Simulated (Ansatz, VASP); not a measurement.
**Two plane-wave programs on CdS**

INCAR

```
PREC = Accurate ; ENCUT = 500
EDIFF = 1E-6 ; ISMEAR = 0
SIGMA = 0.01 ; LREAL = False
LASPH = True ; NELM = 200
ALGO = Normal ; ISIF = 2
LWAVE = False ; LCHARG = False
ISPIN = 2 ; MAGMOM = 0 2
LORBIT = 11 ; GGA = PE
NBANDS = 20 ; GGA_COMPAT = False
```

KPOINTS

```
Automatic mesh
0
Gamma
  4 4 4
```

File POSCAR:

```
CdS
1.0
    0.0000000000      2.7532440000      2.7532440000
    2.7532440000      0.0000000000      2.7532440000
    2.7532440000      2.7532440000      0.0000000000
Cd S
1 1
Direct
    0.0000000000      0.0000000000      0.0000000000
    0.5000000000      0.5000000000      0.5000000000
```

Input for Ansatz:

```yaml
crystal:
  lattice:
    - [0.0, 2.753244, 2.753244]
    - [2.753244, 0.0, 2.753244]
    - [2.753244, 2.753244, 0.0]
  atoms:
    - { symbol: Cd, position: [0.0, 0.0, 0.0] }
    - { symbol: S, position: [0.5, 0.5, 0.5], spin: 2.0 }
basis:
  ecutwfc: 420
kpoints:
  mp_grid: { grid: [4, 4, 4] }
hamiltonian:
  xc: pbe
scf:
  occupations: { method: gaussian, width: 0.01 }
  lower_state_search: "off"
output:
  forces: true
  stress: true
  eigenvalues: true
  populations: true
magnetization:
  spin_polarized: true
```

Alike in both runs: task single point; functional PBE; k mesh 4 × 4 × 4; occupations gaussian, width 0.01 eV; collinear spin.

```csv
,VASP,Ansatz
version,VASP 6.6.1,Ansatz 0.2.0
potentials or method,"VASP PAW PBE potentials, release 64 (Cd, S), cutoff 500 eV","scalar-relativistic, plane waves, PAW"
valence electrons in the cell,18,26
```

```tsv
	VASP	Ansatz	Ansatz less VASP
gap on the k mesh at the Fermi level (eV)	0.21	0.22	+0.008
least direct gap on the mesh (eV)	1.50	1.52	+0.025
pressure (GPa)	0.3	-0.1	-0.38
net moment per atom (μB)	0.00	0.00	0.000
```

The functional is the same, so the differences come from potentials, cutoffs and numerics. VASP's potentials hold 18 valence electrons a cell and Ansatz's 26, so a difference there can come from the potentials and not from the codes. Ansatz's warnings: seeded moment not kept.

The k mesh is coarse, so the values compare programs but aren't converged.
